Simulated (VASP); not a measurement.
# PbS (P-6m2) in VASP: further runs

PbS is run at these levels: PBE, BLYP+D3(BJ); tasks: single point, relaxation of cell and atoms.

All numbers are computed with VASP 6.6.1; they aren't measurements. Logs are shortened: lines on timing, memory, paths and dates and some standing lists are left out, and cuts for length are marked.

### Step 1. The cell of the first run

Symmetry: P-6m2, No. 187, hexagonal system. The conventional cell has a = 4.090 Å, b = 4.090 Å, c = 3.788 Å, α = 90.00°, β = 90.00°, γ = 120.00°. Within 4.0 Å of Pb (site symmetry -6m2) lie 6 S at 3.03 Å and 2 Pb at 3.79 Å. S (site symmetry -6m2) has 6 Pb at 3.03 Å and 2 S at 3.79 Å within 4.0 Å.

### Step 2. Single point, PBE

File INCAR:

```
PREC = Accurate
ENCUT = 520
EDIFF = 1E-7
ISMEAR = 0
SIGMA = 0.028999999999999998
LREAL = F
LASPH = T
NELM = 100
ALGO = Normal
ISIF = 2
LWAVE = F
LCHARG = T
GGA = PE
LELF = T
LVHAR = T
NBANDS = 17
```

File KPOINTS:

```
Automatic mesh
0
Gamma
  8 8 7
```

File POSCAR:

```
PbS
1.0
    4.0896976867      0.0000000000      0.0000000000
   -2.0448488433      3.5417820905      0.0000000000
    0.0000000000      0.0000000000      3.7881670000
Pb S
1 1
Direct
    0.0000000000      0.0000000000      0.0000000000
    0.6666666667      0.3333333333      0.5000000000
```

Potentials or basis: VASP PAW PBE potentials, release 64 (Pb_d, S).

Run with:

```bash
$ cat potpaw_PBE.64/Pb_d/POTCAR potpaw_PBE.64/S/POTCAR > POTCAR
$ mpirun -np 1 vasp_std > vasp.out
```

OUTCAR:

```text
PREC = Accurate
   ENCUT = 520
   EDIFF = 1E-7
   ISMEAR = 0
   LREAL = F
   LASPH = T
   NELM = 100
   ISIF = 2
   GGA = PE

 ion  position               nearest neighbor table
   1  0.000  0.000  0.000-   2 3.03   2 3.03   2 3.03   2 3.03   2 3.03   2 3.03
   2  0.667  0.333  0.500-   1 3.03   1 3.03   1 3.03   1 3.03   1 3.03   1 3.03

  LATTYP: Found a hexagonal cell.
 ALAT       =     4.0896976867
 C/A-ratio  =     0.9262706660

  Lattice vectors:

 A1 = (   4.0896976867,   0.0000000000,   0.0000000000)
 A2 = (  -2.0448488433,   3.5417820905,   0.0000000000)
 A3 = (   0.0000000000,   0.0000000000,   3.7881670000)

Analysis of symmetry for initial positions (statically):
=====================================================================
 Subroutine PRICEL returns:
 Original cell was already a primitive cell.

 Routine SETGRP: Setting up the symmetry group for a
 hexagonal supercell.

 Subroutine GETGRP returns: Found 12 space group operations
 (whereof 12 operations were pure point group operations)
 out of a pool of 24 trial point group operations.

The static configuration has the point symmetry D_3h.

Analysis of symmetry for dynamics (positions and initial velocities):
=====================================================================
 Subroutine PRICEL returns:
 Original cell was already a primitive cell.

 Routine SETGRP: Setting up the symmetry group for a
 hexagonal supercell.

 Subroutine GETGRP returns: Found 12 space group operations
 (whereof 12 operations were pure point group operations)
 out of a pool of 24 trial point group operations.

The dynamic configuration has the point symmetry D_3h.

 Subroutine INISYM returns: Found 12 space group operations
 (whereof 12 operations are pure point group operations),
 and found     1 'primitive' translations

----------------------------------------------------------------------------------------

                                     Primitive cell

  volume of cell :      54.8709

  direct lattice vectors                    reciprocal lattice vectors
     4.089697687  0.000000000  0.000000000     0.244516851  0.141171870  0.000000000
    -2.044848843  3.541782090  0.000000000     0.000000000  0.282343740  0.000000000
     0.000000000  0.000000000  3.788167000     0.000000000  0.000000000  0.263979914

  length of vectors
     4.089697687  4.089697687  3.788167000     0.282343740  0.282343740  0.263979914

  position of ions in fractional coordinates (direct lattice)
     0.000000000  0.000000000  0.000000000
     0.666666667  0.333333333  0.500000000

  ion indices of the primitive-cell ions
   primitive index   ion index
                 1           1
                 2           2

----------------------------------------------------------------------------------------

 KPOINTS: Automatic mesh

Automatic generation of k-mesh.
 Grid dimensions read from file:
 generate k-points for:    8    8    7

 Generating k-lattice:

  Cartesian coordinates                     Fractional coordinates (reciprocal lattice)
     0.030564606  0.017646484  0.000000000     0.125000000  0.000000000  0.000000000
     0.000000000  0.035292967  0.000000000     0.000000000  0.125000000  0.000000000
     0.000000000  0.000000000  0.037711416     0.000000000  0.000000000  0.142857143

  Length of vectors
     0.035292967  0.035292967  0.037711416

  Shift w.r.t. Gamma in fractional coordinates (k-lattice)
     0.000000000  0.000000000  0.000000000

 Subroutine IBZKPT returns following result:
 ===========================================

 Found     40 irreducible k-points:

 Following reciprocal coordinates:
            Coordinates               Weight
  0.000000  0.000000  0.000000      1.000000
  0.125000  0.000000  0.000000      6.000000
  0.250000  0.000000  0.000000      6.000000
  0.375000  0.000000  0.000000      6.000000
  0.500000  0.000000  0.000000      3.000000
  0.125000  0.125000  0.000000      6.000000
[... 16 lines left out ...]
  0.250000  0.000000  0.285714     12.000000
  0.375000  0.000000  0.285714     12.000000
 [... further k-points ...]
   k-points           NKPTS =     40   k-points in BZ     NKDIM =     40   number of bands    NBANDS=     17
   number of dos      NEDOS =    301   number of ions     NIONS =      2
   total plane-waves  NPLWV =  25200
   dimension x,y,z NGX =    30 NGY =   30 NGZ =   28
   dimension x,y,z NGXF=    60 NGYF=   60 NGZF=   56
   ions per type =               1   1
   NGX,Y,Z   is equivalent  to a cutoff of  12.19, 12.19, 12.29 a.u.
   NGXF,Y,Z  is equivalent  to a cutoff of  24.39, 24.39, 24.58 a.u.
 SYSTEM =  unknown system
   PREC   = accura    normal or accurate (medium, high low for compatibility)
   ISTART =      0    job   : 0-new  1-cont  2-samecut
   ICHARG =      2    charge: 1-file 2-atom 10-const
   ISPIN  =      1    spin polarized calculation?
   LNONCOLLINEAR =      F non collinear calculations
   LSORBIT =      F    spin-orbit coupling
   LASPH  =      T    aspherical Exc in radial PAW
   ENCUT  =  520.0 eV  38.22 Ry    6.18 a.u.   7.60  7.60  7.04*2*pi/ulx,y,z
   NELM   =    100;   NELMIN=  2; NELMDL= -5     # of ELM steps
   EDIFF  = 0.1E-06   stopping-criterion for ELM
   LREAL  =      F    real-space projection
   EDIFFG = 0.1E-05   stopping-criterion for IOM
   NSW    =      0    number of steps for IOM
   IBRION =     -1    ionic relax: 0-MD 1-quasi-New 2-CG
   NFREE  =      0    steps in history (QN), initial steepest desc. (CG)
   ISIF   =      2    stress and relaxation
   ISYM   =      2    0-nonsym 1-usesym 2-fastsym
   POTIM  = 0.5000    time-step for ionic-motion
   TEBEG  =    0.0;   TEEND  =   0.0 temperature during run
   PSTRESS=    0.0 pullay stress
   NELECT =      20.0000    total number of electrons
   NUPDOWN=      -1.0000    fix difference up-down
   EMIN   =  10.00;   EMAX   =-10.00  energy-range for DOS
   EFERMI =   0.00;   METHOD = LEGACY
   ISMEAR =     0;   SIGMA  =   0.03  broadening in eV -4-tet -1-fermi 0-gaus
   EFERMI_NEDOS =   21; number of points for ismear=-14 and -15
   IALGO  =     38    algorithm
   IMIX   =      4    mixing-type and parameters
     AMIX     =   0.40;   BMIX     =  1.00
     AMIX_MAG =   1.60;   BMIX_MAG =  1.00
  volume/ion in A,a.u.               =      27.44       185.14
  Fermi-wavevector in a.u.,A,eV,Ry     =   1.169421  2.209885 18.606576  1.367545
  Thomas-Fermi vector in A             =   2.305894
   LORBIT       =      0    0 simple, 1 ext, 2 COOP (PROOUT), +10 PAW based schemes
   GGA     = PE    functional components
   LHFCALC =     F    Hartree Fock is set to
   AEXX    =    0.0000 exact exchange contribution
   IVDW    =     0    specifies the selected vdW correction
   LEPSILON=     F    determine dielectric tensor
   LRPA    =     F    only Hartree local field effects (RPA)
 non-spin polarized calculation
 Gauss-broadening in eV      SIGMA  =   0.03
  energy-cutoff  :      520.00
  volume of cell :       54.87
 maximum number of plane-waves:      1502
   NGX = 15   NGY = 15   NGZ = 15

 number of electron      19.9999998 magnetization

 Free energy of the ion-electron system (eV)
  ---------------------------------------------------
  ext. energy  EPLUGINS =         0.00000000
  ---------------------------------------------------
  free energy    TOTEN  =        -8.52283084 eV

  energy without entropy =       -8.52283084  energy(sigma->0) =       -8.52283084

 E-fermi :   5.2014     XC(G=0):  -9.4358

 val. band max:        5.0979355765   @ k =   0.3750   0.2500   0.0000
 cond. band min:       5.3076761613   @ k =   0.3750   0.2500   0.4286
 fundamental gap:      0.2097405848
 Fermi energy:         5.2014361460

 k-point     1 :       0.0000    0.0000    0.0000
  band No.  band energies     occupation
      1     -11.7112      2.00000
      2     -11.6943      2.00000
      3     -11.6943      2.00000
      4     -11.5910      2.00000
      5     -11.5910      2.00000
      6      -7.9617      2.00000
[... 9 lines left out ...]
     16      16.2453      0.00000
     17      16.3316      0.00000

 k-point     2 :       0.1250    0.0000    0.0000
  band No.  band energies     occupation
      1     -11.7078      2.00000
      2     -11.6971      2.00000
      3     -11.6851      2.00000
      4     -11.5957      2.00000
      5     -11.5920      2.00000
      6      -7.8406      2.00000
[... 9 lines left out ...]
     16      15.3827      0.00000
     17      15.9769      0.00000

 k-point     3 :       0.2500    0.0000    0.0000
  band No.  band energies     occupation
      1     -11.7136      2.00000
      2     -11.6900      2.00000
      3     -11.6629      2.00000
      4     -11.6071      2.00000
      5     -11.5945      2.00000
      6      -7.5085      2.00000
[... 9 lines left out ...]
     16      15.7521      0.00000
     17      16.1994      0.00000

 k-point     4 :       0.3750    0.0000    0.0000
  band No.  band energies     occupation
      1     -11.7247      2.00000
      2     -11.6778      2.00000
      3     -11.6403      2.00000
      4     -11.6184      2.00000
      5     -11.5969      2.00000
      6      -7.0897      2.00000
[... 9 lines left out ...]
     16      16.1276      0.00000
     17      16.2307      0.00000
[... 343 lines left out ...]
      1     -11.6920      2.00000
      2     -11.6804      2.00000
      3     -11.6342      2.00000
      4     -11.6281      2.00000
      5     -11.6202      2.00000
      6      -7.2910      2.00000
[... 9 lines left out ...]
     16      14.0857      0.00000
     17      14.8263      0.00000

 k-point    23 :       0.2500    0.0000    0.2857
  band No.  band energies     occupation
      1     -11.7010      2.00000
      2     -11.6591      2.00000
      3     -11.6516      2.00000
      4     -11.6237      2.00000
      5     -11.6191      2.00000
      6      -7.0040      2.00000
[... 9 lines left out ...]
     16      14.2843      0.00000
     17      16.0253      0.00000

 k-point    24 :       0.3750    0.0000    0.2857
  band No.  band energies     occupation
      1     -11.7124      2.00000
      2     -11.6715      2.00000
      3     -11.6378      2.00000
      4     -11.6269      2.00000
      5     -11.6045      2.00000
      6      -6.6674      2.00000
[... 9 lines left out ...]
     16      15.5909      0.00000
     17      17.2415      0.00000

 [... further k-points ...]

------------------------ aborting loop because EDIFF is reached ----------------------------------------

  FORCE on cell =-STRESS in cart. coord.  units (eV):
  Direction    XX          YY          ZZ          XY          YZ          ZX
  --------------------------------------------------------------------------------------
  -------------------------------------------------------------------------------------
  Total        0.0042525      0.0042525     -0.0064162      0.0000000      0.0000000      0.0000000
  in kB        0.1241677      0.1241677     -0.1873479      0.0000000      0.0000000      0.0000000
  external PRESSURE =       0.0203292 kB  Pullay stress =       0.0000000 kB

 VOLUME and BASIS-vectors are now :
 -----------------------------------------------------------------------------
  energy-cutoff  :      520.00
  volume of cell :       54.87
      direct lattice vectors                 reciprocal lattice vectors
     4.089697687  0.000000000  0.000000000     0.244516851  0.141171870  0.000000000
    -2.044848843  3.541782090  0.000000000     0.000000000  0.282343740  0.000000000
     0.000000000  0.000000000  3.788167000     0.000000000  0.000000000  0.263979914

 POSITION                                       TOTAL-FORCE (eV/Angst)
 -----------------------------------------------------------------------------------
      0.00000      0.00000      0.00000        -0.000000      0.000000      0.000000
      2.04485      1.18059      1.89408         0.000000      0.000000      0.000000
 -----------------------------------------------------------------------------------
    total drift:                               -0.000000      0.000000      0.000000

  FREE ENERGIE OF THE ION-ELECTRON SYSTEM (eV)
  ---------------------------------------------------
  free  energy   TOTEN  =        -8.5228308449 eV

  energy  without entropy=       -8.5228308436  energy(sigma->0) =       -8.52283084
```

It took 23 s on 1 thread of AMD EPYC 9R14 (Zen 4), shared host; peak memory 0.15 GiB.

What came out:

| Item | Value |
| --- | --- |
| Free energy | -8.5228 eV |
| Pressure | 0.0 GPa |
| Band gap on the k mesh | 0.21 eV, indirect (least direct gap 1.65 eV) |

Levels at points of the mesh, in eV from the valence-band top:
```
           k point  band 7  band 8  band 9  band 10  band 11  band 12  band 13  band 14
(0.00, 0.00, 0.00)   -6.37   -2.06   -1.58    -1.58     3.55     3.55     5.36     6.59
(0.50, 0.00, 0.00)   -8.37   -2.59   -1.70    -1.08     2.01     4.03     5.35     5.50
```

Caveat: spin-orbit coupling is left out, which moves the levels of the heavy elements. A k mesh can miss the band edges.

### Step 3. Single point, PBE

File INCAR:

```
SYSTEM = PbS
PREC = Accurate ; ENCUT = 520
EDIFF = 1E-6 ; ISMEAR = 0
SIGMA = 0.03 ; LREAL = .False.
LASPH = .True. ; NELM = 60
ALGO = Normal ; ISIF = 2
LWAVE = .False. ; LCHARG = .True.
GGA = PE ; LELF = .True.
LVHAR = .True. ; NBANDS = 17
```

File KPOINTS:

```
Automatic mesh
0
Gamma
  8 8 7
  0 0 0
```

POSCAR is that of step 2.

Potentials or basis: VASP PAW PBE potentials, release 64 (Pb_d, S).

Run with:

```bash
$ cat potpaw_PBE.64/Pb_d/POTCAR potpaw_PBE.64/S/POTCAR > POTCAR
$ mpirun -np 1 vasp_std > vasp.out
```

It took 22 s on 1 thread of AMD EPYC 9R14 (Zen 4), shared host; peak memory 0.15 GiB.

The run converged. Its results:

* Free energy: -8.5228 eV
* Pressure: 0.0 GPa
* Band gap on the k mesh: 0.21 eV, indirect (least direct gap 1.65 eV)

Levels at points of the mesh, in eV from the valence-band top:
```tsv
k point	band 8	band 9	band 10	band 11	band 12	band 13
(0.00, 0.00, 0.00)	-2.06	-1.58	-1.58	3.55	3.55	5.36
(0.50, 0.00, 0.00)	-2.59	-1.70	-1.08	2.01	4.03	5.35
```

Caveat: spin-orbit coupling is left out, which moves the levels of the heavy elements. A k mesh can miss the band edges.

### Step 4. Relaxation of cell and atoms, BLYP+D3(BJ)

File INCAR:

```
PREC = Accurate
ENCUT = 600
EDIFF = 1E-7
ISMEAR = -1
SIGMA = 0.05
LREAL = False
LASPH = True
NELM = 100
ALGO = Normal
ISIF = 3
LWAVE = False
LCHARG = False
GGA = B5
ALDAX = 1.0
AGGAX = 1.0
AGGAC = 1.0
ALDAC = 0.0
IVDW = 12
VDW_S6 = 1.0
VDW_S8 = 2.6996
VDW_A1 = 0.4298
VDW_A2 = 4.2359
IBRION = 2
NSW = 60
EDIFFG = -0.01
```

File KPOINTS:

```
regular mesh
0
Gamma
  8 8 7
```

POSCAR is that of step 3.

Run with:

```bash
$ cat potpaw_PBE.64/Pb_d/POTCAR potpaw_PBE.64/S/POTCAR > POTCAR
$ mpirun -np 1 vasp_std > vasp.out
```

Run time: 1.9 min. Hardware: 1 thread of AMD EPYC 9R14 (Zen 4), shared host; peak memory 0.2 GiB.

Results (log left out):

```
Free energy                            : -8.9922 eV
Relaxed volume                         : 26.79 Å³/atom
Relaxed cell                           : a = 4.035 Å, b = 4.035 Å, c = 3.800 Å, α = 90.00°, β = 90.00°, γ = 120.00°
Space group after relaxing (to 0.05 Å) : P-6m2 (No. 187)
Energy gained by relaxing              : 2.8 meV/atom
Ionic steps                            : 5
Pressure after relaxing                : 0.0 GPa
Band gap on the k mesh                 : 0.15 eV, indirect (least direct gap 1.74 eV)
Dispersion energy per atom             : -0.781 eV
```

Step by step:
| step | energy change (eV) | largest force (eV/Å) | pressure (GPa) | volume (Å³) |
| --- | --- | --- | --- | --- |
| 1 | 0.0000 | 0.0000 | -1.01 | 54.87 |
| 2 | -0.0046 | 0.0000 | 0.20 | 53.51 |
| 3 | -0.0046 | 0.0000 | 0.13 | 53.58 |
| 4 | -0.0055 | 0.0000 | 0.03 | 53.58 |
| 5 | -0.0055 | 0.0000 | -0.01 | 53.58 |

Final structure:
```yaml
crystal:
  lattice:
    - [4.03511, 0.00000, 0.00000]
    - [-2.01756, 3.49451, 0.00000]
    - [0.00000, 0.00000, 3.79959]
  atoms:
    - { symbol: Pb, position: [0.00000, 0.00000, 0.00000] }
    - { symbol: S, position: [0.66667, 0.33333, 0.50000] }
```

Levels at points of the mesh, in eV from the valence-band top:
| k point | band 8 | band 9 | band 10 | band 11 | band 12 | band 13 |
| --- | --- | --- | --- | --- | --- | --- |
| (0.00, 0.00, 0.00) | -2.24 | -1.55 | -1.55 | 3.64 | 3.64 | 5.57 |
| (0.50, 0.00, 0.00) | -2.59 | -1.71 | -1.19 | 1.96 | 3.90 | 5.35 |

Caveat: the PAW data sets were made with another functional, which shifts forces and pressure a little; spin-orbit coupling is left out, which moves the levels of the heavy elements. A k mesh can miss the band edges.

### Step 5. Summary

```csv
task,level,cell,cutoff (eV),smearing,gap on the mesh (eV),pressure (GPa)
single point,PBE,as given,520,gaussian 0.029 eV,0.21,0.0
single point,PBE,as given,520,gaussian 0.03 eV,0.21,0.0
relaxation of cell and atoms,BLYP+D3(BJ),relaxed,600,fermi-dirac 0.05 eV,0.15,0.0
```

Alike in all rows: potentials or basis VASP PAW PBE potentials, release 64 (Pb_d, S); no spin polarisation; k mesh 8 × 8 × 7.

Caveats: spin-orbit coupling is left out, which moves the levels of the heavy elements; the PAW data sets were made with another functional, which shifts forces and pressure a little (some runs).

Total energies depend on the potentials used, so only differences within one code and one set of settings carry meaning.
